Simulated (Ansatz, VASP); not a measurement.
One calculation of BeTe, two programs

INCAR

```
PREC     = Accurate       # precision mode
ENCUT    = 600            # plane-wave cutoff, eV
EDIFF    = 1E-6           # SCF threshold, eV
ISMEAR   = 0              # smearing method
SIGMA    = 0.02           # smearing width, eV
LREAL    = False          # projectors in reciprocal space
LASPH    = True           # aspherical terms in the spheres
NELM     = 120            # most SCF steps
ALGO     = Normal         # electronic algorithm
ISIF     = 2              # what is computed and relaxed
LWAVE    = False          # write WAVECAR
LCHARG   = False          # write CHGCAR
NBANDS   = 11             # bands
GGA_COMPAT= False
```

KPOINTS

```
Automatic mesh
0
Gamma
  8 8 8
```

The input POSCAR:

```
BeTe
1.0
    0.0000000000      2.7774118207      2.7774118207
    2.7774118207      0.0000000000      2.7774118207
    2.7774118207      2.7774118207      0.0000000000
Be Te
1 1
Direct
    0.0000000000      0.0000000000      0.0000000000
    0.2500000000      0.2500000000      0.2500000000
```

Input for Ansatz:

```yaml
crystal:
  lattice:
    - [0.0, 2.7774118207, 2.7774118207]
    - [2.7774118207, 0.0, 2.7774118207]
    - [2.7774118207, 2.7774118207, 0.0]
  atoms:
    - { symbol: Be, position: [0.0, 0.0, 0.0] }
    - { symbol: Te, position: [0.25, 0.25, 0.25] }
basis:
  ecutwfc: 420
kpoints:
  mp_grid: { grid: [8, 8, 8] }
  band_path:
    path:
      - [[0.0, 0.0, 0.0], [-0.5, -0.5, 0.0], [-0.375, -0.375, 0.25]]
      - [[-0.375, 0.0, 0.375], [0.0, 0.0, 0.0], [0.0, 0.0, 0.5], [-0.5, -0.25, 0.25], [-0.5, -0.5, 0.0]]
    npoints: 10
hamiltonian:
  xc: lda
  pseudopotentials: { kind: paw, azcp: { folder: soft_1 } }
scf:
  occupations: { method: gaussian, width: 0.02 }
  n_extra_bands: 7
output:
  forces: true
  stress: true
  eigenvalues: true
```

Alike in both runs: task single point; functional LDA; k mesh 8 × 8 × 8; occupations gaussian, width 0.02 eV; no spin polarisation.

```csv
,VASP,Ansatz
version,VASP 6.6.1,Ansatz 0.2.0
potentials or method,"VASP PAW LDA potentials, release 64 (Be, Te), cutoff 600 eV","scalar-relativistic, plane waves, PAW"
valence electrons in the cell,8,18
```

VASP gave:

| Quantity | Value |
| --- | --- |
| gap on the k mesh at the Fermi level (eV) | 1.77 |
| least direct gap on the mesh (eV) | 3.55 |
| pressure (GPa) | 0.3 |

Q: What did Ansatz give for the same quantities?

A: gap on the k mesh at the Fermi level (eV): 1.79; least direct gap on the mesh (eV): 3.59; pressure (GPa): 0.0.

Ansatz warns that its potentials were made for another functional, while VASP's fit it. LDA's correlation is that of Perdew and Zunger in VASP and of Perdew and Wang (1992) in Ansatz. VASP's potentials hold 8 valence electrons a cell and Ansatz's 18, so a difference there can come from the potentials and not from the codes.

Neither program's run includes spin-orbit coupling.
